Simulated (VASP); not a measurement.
# ZrC (I4/mmm) in VASP: a series of runs

The runs below take ZrC through single point, with PBEsol.

Everything below comes from runs of VASP 6.6.1. Logs are shortened: lines on timing, memory, paths and dates and some standing lists are left out, and cuts for length are marked.

### Step 1. The cell of the first run

The structure is tetragonal, space group I4/mmm (No. 139). The conventional cell has a = 3.374 Å, b = 3.374 Å, c = 4.559 Å, α = 90.00°, β = 90.00°, γ = 90.00°. Zr (site symmetry 4/mmm) has 6 C at 2.28 to 2.39 Å within 3.0 Å. Within 3.0 Å of C (site symmetry 4/mmm) lie 6 Zr at 2.28 to 2.39 Å.

### Step 2. Single point, PBEsol (strain +0.015 along x and y, -0.030 along z)

Input file INCAR:

```
SYSTEM = ZrC
  PREC = Accurate
  ENCUT = 520
  EDIFF = 1E-6
  ISMEAR = 0
  SIGMA = 0.15
  LREAL = .False.
  LASPH = .True.
  NELM = 60
  ALGO = Normal
  ISIF = 2
  LWAVE = .False.
  LCHARG = .False.
  GGA = PS
  NBANDS = 15
```

Input file KPOINTS:

```
Automatic mesh
0
Gamma
  18 18 18
  0 0 0
```

Input file POSCAR:

```
ZrC
1.0
    0.0000000000      2.3854631500      2.2797037000
    2.3854631500      0.0000000000      2.2797037000
    2.3854631500      2.3854631500      0.0000000000
Zr C
1 1
Direct
    0.5000000000      0.5000000000      0.5000000000
    0.0000000000      0.0000000000      0.0000000000
```

Potentials or basis: VASP PAW PBE potentials, release 64 (Zr_sv, C).

Run with:

```sh
> cat potpaw_PBE.64/Zr_sv/POTCAR potpaw_PBE.64/C/POTCAR > POTCAR
> mpirun -np 1 vasp_std > vasp.out
```

OUTCAR:

```text
SYSTEM = ZrC
   PREC = Accurate
   ENCUT = 520
   EDIFF = 1E-6
   ISMEAR = 0
   LREAL = .False.
   LASPH = .True.
   NELM = 60
   ISIF = 2
   GGA = PS

 ion  position               nearest neighbor table
   1  0.500  0.500  0.500-   2 2.28   2 2.28   2 2.39   2 2.39   2 2.39   2 2.39
   2  0.000  0.000  0.000-   1 2.28   1 2.28   1 2.39   1 2.39   1 2.39   1 2.39

  LATTYP: Found a body centered tetragonal cell.
 ALAT       =     3.3735543393
 C/A-ratio  =     1.3515144389

  Lattice vectors:

 A1 = (   0.0000000000,  -2.3854631500,  -2.2797037000)
 A2 = (   0.0000000000,   2.3854631500,  -2.2797037000)
 A3 = (   2.3854631500,   0.0000000000,   2.2797037000)

Analysis of symmetry for initial positions (statically):
=====================================================================
 Subroutine PRICEL returns:
 Original cell was already a primitive cell.

 Routine SETGRP: Setting up the symmetry group for a
 body centered tetragonal supercell.

 Subroutine GETGRP returns: Found 16 space group operations
 (whereof 16 operations were pure point group operations)
 out of a pool of 16 trial point group operations.

The static configuration has the point symmetry D_4h.

Analysis of symmetry for dynamics (positions and initial velocities):
=====================================================================
 Subroutine PRICEL returns:
 Original cell was already a primitive cell.

 Routine SETGRP: Setting up the symmetry group for a
 body centered tetragonal supercell.

 Subroutine GETGRP returns: Found 16 space group operations
 (whereof 16 operations were pure point group operations)
 out of a pool of 16 trial point group operations.

The dynamic configuration has the point symmetry D_4h.

 Subroutine INISYM returns: Found 16 space group operations
 (whereof 16 operations are pure point group operations),
 and found     1 'primitive' translations

----------------------------------------------------------------------------------------

                                     Primitive cell

  volume of cell :      25.9450

  direct lattice vectors                    reciprocal lattice vectors
     0.000000000  2.385463150  2.279703700    -0.209602902  0.209602902  0.219326748
     2.385463150  0.000000000  2.279703700     0.209602902 -0.209602902  0.219326748
     2.385463150  2.385463150  0.000000000     0.209602902  0.209602902 -0.219326748

  length of vectors
     3.299618675  3.299618675  3.373554339     0.368742425  0.368742425  0.368742425

  position of ions in fractional coordinates (direct lattice)
     0.500000000  0.500000000  0.500000000
     0.000000000  0.000000000  0.000000000

  ion indices of the primitive-cell ions
   primitive index   ion index
                 1           1
                 2           2

----------------------------------------------------------------------------------------

 KPOINTS: Automatic mesh

Automatic generation of k-mesh.
 Grid dimensions read from file:
 generate k-points for:   18   18   18

 Generating k-lattice:

  Cartesian coordinates                     Fractional coordinates (reciprocal lattice)
    -0.011644606  0.011644606  0.012184819     0.055555556 -0.000000000  0.000000000
     0.011644606 -0.011644606  0.012184819    -0.000000000  0.055555556  0.000000000
     0.011644606  0.011644606 -0.012184819     0.000000000  0.000000000  0.055555556

  Length of vectors
     0.020485690  0.020485690  0.020485690

  Shift w.r.t. Gamma in fractional coordinates (k-lattice)
     0.000000000  0.000000000  0.000000000

 Subroutine IBZKPT returns following result:
 ===========================================

 Found    480 irreducible k-points:

 Following reciprocal coordinates:
            Coordinates               Weight
  0.000000  0.000000  0.000000      1.000000
  0.055556  0.000000  0.000000      8.000000
  0.111111  0.000000  0.000000      8.000000
  0.166667  0.000000  0.000000      8.000000
  0.222222  0.000000  0.000000      8.000000
  0.277778  0.000000  0.000000      8.000000
[... 16 lines left out ...]
 -0.277778  0.055556  0.000000      8.000000
 -0.222222  0.055556  0.000000      8.000000
 [... further k-points ...]
   k-points           NKPTS =    480   k-points in BZ     NKDIM =    480   number of bands    NBANDS=     15
   number of dos      NEDOS =    301   number of ions     NIONS =      2
   total plane-waves  NPLWV =  21952
   dimension x,y,z NGX =    28 NGY =   28 NGZ =   28
   dimension x,y,z NGXF=    56 NGYF=   56 NGZF=   56
   ions per type =               1   1
   NGX,Y,Z   is equivalent  to a cutoff of  14.11, 14.11, 13.80 a.u.
   NGXF,Y,Z  is equivalent  to a cutoff of  28.21, 28.21, 27.60 a.u.
 SYSTEM =  ZrC
   PREC   = accura    normal or accurate (medium, high low for compatibility)
   ISTART =      0    job   : 0-new  1-cont  2-samecut
   ICHARG =      2    charge: 1-file 2-atom 10-const
   ISPIN  =      1    spin polarized calculation?
   LNONCOLLINEAR =      F non collinear calculations
   LSORBIT =      F    spin-orbit coupling
   LASPH  =      T    aspherical Exc in radial PAW
   ENCUT  =  520.0 eV  38.22 Ry    6.18 a.u.   6.14  6.14  6.27*2*pi/ulx,y,z
   NELM   =     60;   NELMIN=  2; NELMDL= -5     # of ELM steps
   EDIFF  = 0.1E-05   stopping-criterion for ELM
   LREAL  =      F    real-space projection
   EDIFFG = 0.1E-04   stopping-criterion for IOM
   NSW    =      0    number of steps for IOM
   IBRION =     -1    ionic relax: 0-MD 1-quasi-New 2-CG
   NFREE  =      0    steps in history (QN), initial steepest desc. (CG)
   ISIF   =      2    stress and relaxation
   ISYM   =      2    0-nonsym 1-usesym 2-fastsym
   POTIM  = 0.5000    time-step for ionic-motion
   TEBEG  =    0.0;   TEEND  =   0.0 temperature during run
   PSTRESS=    0.0 pullay stress
   NELECT =      16.0000    total number of electrons
   NUPDOWN=      -1.0000    fix difference up-down
   EMIN   =  10.00;   EMAX   =-10.00  energy-range for DOS
   EFERMI =   0.00;   METHOD = LEGACY
   ISMEAR =     0;   SIGMA  =   0.15  broadening in eV -4-tet -1-fermi 0-gaus
   EFERMI_NEDOS =   21; number of points for ismear=-14 and -15
   IALGO  =     38    algorithm
   IMIX   =      4    mixing-type and parameters
     AMIX     =   0.40;   BMIX     =  1.00
     AMIX_MAG =   1.60;   BMIX_MAG =  1.00
  volume/ion in A,a.u.               =      12.97        87.54
  Fermi-wavevector in a.u.,A,eV,Ry     =   1.393468  2.633272 26.419140  1.941752
  Thomas-Fermi vector in A             =   2.517111
   LORBIT       =      0    0 simple, 1 ext, 2 COOP (PROOUT), +10 PAW based schemes
   GGA     = PS    functional components
   LHFCALC =     F    Hartree Fock is set to
   AEXX    =    0.0000 exact exchange contribution
   IVDW    =     0    specifies the selected vdW correction
   LEPSILON=     F    determine dielectric tensor
   LRPA    =     F    only Hartree local field effects (RPA)
 non-spin polarized calculation
 Gauss-broadening in eV      SIGMA  =   0.15
  energy-cutoff  :      520.00
  volume of cell :       25.95
 maximum number of plane-waves:       716
 NGX is ok and might be reduce to    28
   NGX = 13   NGY = 13   NGZ = 13

 number of electron      16.0000000 magnetization

 Free energy of the ion-electron system (eV)
  ---------------------------------------------------
  ext. energy  EPLUGINS =         0.00000000
  ---------------------------------------------------
  free energy    TOTEN  =       -20.52734219 eV

  energy without entropy =      -20.52402258  energy(sigma->0) =      -20.52568239

 E-fermi :   9.5130     XC(G=0): -12.2796

 val. band max:        9.5087200894   @ k =   0.3333   0.2778   0.0556
 cond. band min:       9.5227991118   @ k =   0.3333  -0.0000   0.2778
 fundamental gap:      0.0140790224
 Fermi energy:         9.5130318442

 k-point     1 :       0.0000    0.0000    0.0000
  band No.  band energies     occupation
      1     -38.4635      2.00000
      2     -16.2141      2.00000
      3     -16.2141      2.00000
      4     -16.1922      2.00000
      5      -1.7857      2.00000
      6      10.3704      0.00000
      7      10.3704      0.00000
      8      10.4210      0.00000
      9      10.4210      0.00000
     10      10.6230      0.00000
     11      10.8645      0.00000
     12      12.0492      0.00000
     13      12.4282      0.00000
     14      16.9749      0.00000
     15      19.9043      0.00000

 k-point     2 :       0.0556    0.0000    0.0000
  band No.  band energies     occupation
      1     -38.4604      2.00000
      2     -16.2375      2.00000
      3     -16.2174      2.00000
      4     -16.1989      2.00000
      5      -1.7139      2.00000
      6       9.7501      0.02539
      7       9.8562      0.00122
      8      10.0898      0.00000
      9      10.6619      0.00000
     10      10.8508      0.00000
     11      11.1301      0.00000
     12      12.4721      0.00000
     13      12.8638      0.00000
     14      17.1318      0.00000
     15      20.1011      0.00000

 k-point     3 :       0.1111    0.0000    0.0000
  band No.  band energies     occupation
      1     -38.4514      2.00000
      2     -16.3167      2.00000
      3     -16.2271      2.00000
      4     -16.2055      2.00000
      5      -1.5043      2.00000
      6       8.9223      2.00000
      7       9.1690      1.99882
      8       9.4034      1.69867
      9      10.9177      0.00000
     10      11.0851      0.00000
     11      11.4889      0.00000
     12      13.3464      0.00000
     13      13.7686      0.00000
     14      17.5520      0.00000
     15      20.6531      0.00000
[... 343 lines left out ...]
 k-point    23 :      -0.2778    0.0556    0.0000
  band No.  band energies     occupation
      1     -38.3958      2.00000
      2     -16.7715      2.00000
      3     -16.2754      2.00000
      4     -16.2665      2.00000
      5      -0.1119      2.00000
      6       6.0158      2.00000
      7       7.1914      2.00000
      8       7.6491      2.00000
      9      12.1986      0.00000
     10      12.3677      0.00000
     11      13.1560      0.00000
     12      16.9597      0.00000
     13      17.3538      0.00000
     14      18.5549      0.00000
     15      23.0440      0.00000

 k-point    24 :      -0.2222    0.0556    0.0000
  band No.  band energies     occupation
      1     -38.4136      2.00000
      2     -16.6262      2.00000
      3     -16.2567      2.00000
      4     -16.2556      2.00000
      5      -0.5985      2.00000
      6       6.7909      2.00000
      7       7.6225      2.00000
      8       8.1406      2.00000
      9      11.6150      0.00000
     10      11.9919      0.00000
     11      12.6694      0.00000
     12      15.8761      0.00000
     13      16.3371      0.00000
     14      18.5524      0.00000
     15      22.5533      0.00000

 [... further k-points ...]
[... 5 lines left out ...]
  --------------------------------------------------------------------------------------
  -------------------------------------------------------------------------------------
  Total       -1.4564432     -1.4564432      1.3660801      0.0000000      0.0000000      0.0000000
  in kB      -89.9394659    -89.9394659     84.3592920      0.0000000      0.0000000      0.0000000
  external PRESSURE =     -31.8398799 kB  Pullay stress =       0.0000000 kB

 VOLUME and BASIS-vectors are now :
 -----------------------------------------------------------------------------
  energy-cutoff  :      520.00
  volume of cell :       25.95
      direct lattice vectors                 reciprocal lattice vectors
     0.000000000  2.385463150  2.279703700    -0.209602902  0.209602902  0.219326748
     2.385463150  0.000000000  2.279703700     0.209602902 -0.209602902  0.219326748
     2.385463150  2.385463150  0.000000000     0.209602902  0.209602902 -0.219326748

 POSITION                                       TOTAL-FORCE (eV/Angst)
 -----------------------------------------------------------------------------------
      2.38546      2.38546      2.27970         0.000000      0.000000     -0.000000
      0.00000      0.00000      0.00000        -0.000000     -0.000000      0.000000
 -----------------------------------------------------------------------------------
    total drift:                                0.000000      0.000000      0.000000

  FREE ENERGIE OF THE ION-ELECTRON SYSTEM (eV)
  ---------------------------------------------------
  free  energy   TOTEN  =       -20.5273421947 eV

  energy  without entropy=      -20.5240225782  energy(sigma->0) =      -20.52568239
```

Run time: 90 s. Hardware: 1 thread of Intel Xeon 6975P-C (Granite Rapids), shared host; peak memory 0.31 GiB.

What came out:

- Free energy: -20.5273 eV
- Pressure: -3.2 GPa
- Band gap on the k mesh: zero (band 8 reaches 10.42 eV, above the bottom of band 9 at 8.87 eV)

Levels at points of the mesh, in eV from the Fermi level:
| k point | band 6 | band 7 | band 8 | band 9 | band 10 | band 11 |
| --- | --- | --- | --- | --- | --- | --- |
| (0.00, 0.00, 0.00) | 0.86 | 0.86 | 0.91 | 0.91 | 1.11 | 1.35 |
| (0.50, 0.00, 0.00) | -5.35 | -3.01 | -2.94 | 4.33 | 4.68 | 5.38 |
| (0.50, 0.50, 0.00) | -1.89 | -1.72 | -0.11 | -0.11 | 4.49 | 5.67 |
| (0.50, 0.00, 0.50) | -2.23 | -1.79 | 0.03 | 0.27 | 4.38 | 5.43 |

Caveat: the cell differs from its parent crystal (strain +0.015 along x and y, -0.030 along z); the PAW data sets were made with another functional, which shifts forces and pressure a little.

### Step 3. Single point, PBEsol (strain +0.030 along x and y, -0.030 along z)

Input file INCAR:

```
SYSTEM = ZrC
PREC = Accurate ; ENCUT = 520
EDIFF = 1E-7 ; ISMEAR = 0
SIGMA = 0.15 ; LREAL = .FALSE.
LASPH = .TRUE. ; NELM = 60
ALGO = Normal ; ISIF = 2
LWAVE = .FALSE. ; LCHARG = .FALSE.
GGA = PS ; NBANDS = 15
```

Input file KPOINTS:

```
regular mesh
0
G
  18 18 18
  0 0 0
```

Input file POSCAR:

```
ZrC
1.0
    0.0000000000      2.4207163000      2.2797037000
    2.4207163000      0.0000000000      2.2797037000
    2.4207163000      2.4207163000      0.0000000000
Zr C
1 1
Direct
    0.5000000000      0.5000000000      0.5000000000
    0.0000000000      0.0000000000      0.0000000000
```

Potentials or basis: VASP PAW PBE potentials, release 64 (Zr_sv, C).

Run with:

```sh
> cat potpaw_PBE.64/Zr_sv/POTCAR potpaw_PBE.64/C/POTCAR > POTCAR
> mpirun -np 1 vasp_std > vasp.out
```

It took 82 s on 1 thread of Intel Xeon 6975P-C (Granite Rapids), shared host; peak memory 0.31 GiB.

The run converged. Its results:

- Free energy: -20.4680 eV
- Pressure: -8.7 GPa
- Band gap on the k mesh: zero (band 8 reaches 10.05 eV, above the bottom of band 9 at 8.45 eV)

Stress tensor (GPa, compression positive):
```
-15.59   0.00   0.00
  0.00 -15.59   0.00
  0.00   0.00   5.21
```

Levels at points of the mesh, in eV from the Fermi level:
```csv
k point,band 5,band 6,band 7,band 8,band 9,band 10,band 11,band 12
"(0.00, 0.00, 0.00)",-11.20,0.83,0.83,0.86,0.86,1.14,1.42,2.38
"(0.50, 0.00, 0.00)",-8.18,-5.24,-2.93,-2.86,4.12,4.58,5.23,6.30
"(0.50, 0.50, 0.00)",-10.00,-1.81,-1.66,-0.19,-0.19,4.35,5.45,5.45
"(0.50, 0.00, 0.50)",-10.02,-2.32,-1.69,0.01,0.29,4.18,5.16,5.70
```

Caveat: the cell differs from its parent crystal (strain +0.030 along x and y, -0.030 along z); the PAW data sets were made with another functional, which shifts forces and pressure a little.

### Step 4. Single point, PBEsol (strain +0.030 along x and y, -0.015 along z)

INCAR is that of step 3.

Input file KPOINTS:

```
Automatic mesh
0
G
  18 18 18
  0 0 0
```

Input file POSCAR:

```
ZrC
1.0
    0.0000000000      2.4207163000      2.3149568500
    2.4207163000      0.0000000000      2.3149568500
    2.4207163000      2.4207163000      0.0000000000
Zr C
1 1
Direct
    0.5000000000      0.5000000000      0.5000000000
    0.0000000000      0.0000000000      0.0000000000
```

Run with:

```sh
> cat potpaw_PBE.64/Zr_sv/POTCAR potpaw_PBE.64/C/POTCAR > POTCAR
> mpirun -np 1 vasp_std > vasp.out
```

Run time: 90 s. Hardware: 1 thread of Intel Xeon 6975P-C (Granite Rapids), shared host; peak memory 0.31 GiB.

It converged, with:

```yaml
Free_energy: -20.4710 eV
Pressure: -12.2 GPa
Band_gap_on_the_k_mesh: zero (band 8 reaches 9.91 eV, above the bottom of band 9 at 8.38 eV)
```

Stress tensor (GPa, compression positive):
```
-16.88   0.00   0.00
  0.00 -16.88   0.00
  0.00   0.00  -2.86
```

Levels at points of the mesh, in eV from the Fermi level:
| k point | band 5 | band 6 | band 7 | band 8 | band 9 | band 10 | band 11 | band 12 |
| --- | --- | --- | --- | --- | --- | --- | --- | --- |
| (0.00, 0.00, 0.00) | -11.14 | 0.86 | 0.86 | 0.90 | 0.90 | 1.07 | 1.31 | 2.43 |
| (0.50, 0.00, 0.00) | -8.21 | -5.18 | -2.86 | -2.80 | 4.11 | 4.43 | 5.10 | 6.25 |
| (0.50, 0.50, 0.00) | -9.92 | -1.81 | -1.74 | -0.14 | -0.14 | 4.25 | 5.36 | 5.36 |
| (0.50, 0.00, 0.50) | -9.95 | -2.28 | -1.65 | 0.01 | 0.20 | 4.15 | 5.13 | 5.54 |

Caveat: the cell differs from its parent crystal (strain +0.030 along x and y, -0.015 along z); the PAW data sets were made with another functional, which shifts forces and pressure a little.

### Step 5. The runs side by side

```tsv
cell	gap on the mesh (eV)	pressure (GPa)
a = 3.300, b = 3.300, c = 3.374 Å, angles 59.3, 59.3, 61.5°, 2 atoms	none	-3.2
a = 3.325, b = 3.325, c = 3.423 Å, angles 59.0, 59.0, 62.0°, 2 atoms	none	-8.7
a = 3.349, b = 3.349, c = 3.423 Å, angles 59.3, 59.3, 61.5°, 2 atoms	none	-12.2
```

Alike in all rows: task single point; level PBEsol; potentials or basis VASP PAW PBE potentials, release 64 (Zr_sv, C); no spin polarisation; k mesh 18 × 18 × 18; cutoff (eV) 520; smearing gaussian 0.15 eV.

Caveats: the PAW data sets were made with another functional, which shifts forces and pressure a little.

Absolute energies hang on the potentials; compare differences alone.
